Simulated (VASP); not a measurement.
Wanted: the native input for a VASP 6.6.1 run.

```yaml
Task: relaxation of cell and atoms
Functional: r2SCAN
Potentials_or_basis: VASP PAW PBE potentials, release 64 (C)
Cutoff: 600 eV
k_mesh: 12 × 12 × 12
Occupations: gaussian, width 0.01 eV
Spin: no spin polarisation
Target_pressure: 15 GPa
Dipole_correction: no
Further_INCAR_settings: ALGO = Normal; EDIFF = 1e-06; IBRION = 2; EDIFFG = -0.002; NSW = 100; ISIF = 3
```

Crystal: C.

```
CELL_PARAMETERS angstrom
0.00000 1.78014 1.78014
1.78014 0.00000 1.78014
1.78014 1.78014 0.00000
ATOMIC_POSITIONS crystal
C 0.50000 0.50000 0.50000
C 0.75000 0.75000 0.75000
```

The input as run:

POSCAR

```
C
1.0
    0.0000000000      1.7801408483      1.7801408483
    1.7801408483      0.0000000000      1.7801408483
    1.7801408483      1.7801408483      0.0000000000
C
2
Direct
    0.5000000000      0.5000000000      0.5000000000
    0.7500000000      0.7500000000      0.7500000000
```

INCAR.step1

```
SYSTEM = C
PREC = Accurate ; ENCUT = 600
ISMEAR = 0 ; SIGMA = 0.01
LREAL = .FALSE. ; LASPH = .TRUE.
NELM = 80 ; GGA = PE
ALGO = Normal ; EDIFF = 1E-4
LWAVE = .TRUE. ; LCHARG = .FALSE.
```

INCAR.step2

```
SYSTEM = C
PREC = Accurate ; ENCUT = 600
EDIFF = 1E-6 ; ISMEAR = 0
SIGMA = 0.01 ; LREAL = .FALSE.
LASPH = .TRUE. ; NELM = 80
ALGO = Normal ; ISIF = 3
LWAVE = .FALSE. ; LCHARG = .FALSE.
METAGGA = R2SCAN ; LMIXTAU = .TRUE.
IBRION = 2 ; NSW = 100
EDIFFG = -0.002 ; PSTRESS = 150.0
ISTART = 1
```

KPOINTS

```
regular mesh
0
G
  12 12 12
  0 0 0
```

Potentials or basis: VASP PAW PBE potentials, release 64 (C).

The run is started by

```console
$ cat potpaw_PBE.64/C/POTCAR > POTCAR
$ cp INCAR.step1 INCAR
$ mpirun -np 1 vasp_std > vasp.out
$ cp INCAR.step2 INCAR
$ mpirun -np 1 vasp_std > vasp.out
```

Results of the run:

```yaml
Relaxed_volume: 5.47 Å³/atom
Relaxed_cell: a = 2.492 Å, b = 2.492 Å, c = 2.492 Å, α = 60.00°, β = 60.00°, γ = 60.00°
Space_group_after_relaxing_to_0.05_Å: Fd-3m (No. 227)
Energy_change_on_relaxing_the_enthalpy_is_what_falls: +8.1 meV/atom
Ionic_steps: 4
Pressure_after_relaxing: 15.0 GPa
Band_gap_on_the_k_mesh: 4.43 eV, indirect (least direct gap 5.94 eV)
```

Caveat: the cell is relaxed towards a set pressure, so the enthalpy falls and the energy may rise; the PAW data sets were made with another functional, which shifts forces and pressure a little.

Wall time 31 s on 1 thread of Intel(R) Xeon(R) 6975P-C (Granite Rapids), on a shared host, peak memory 0.11 GiB.
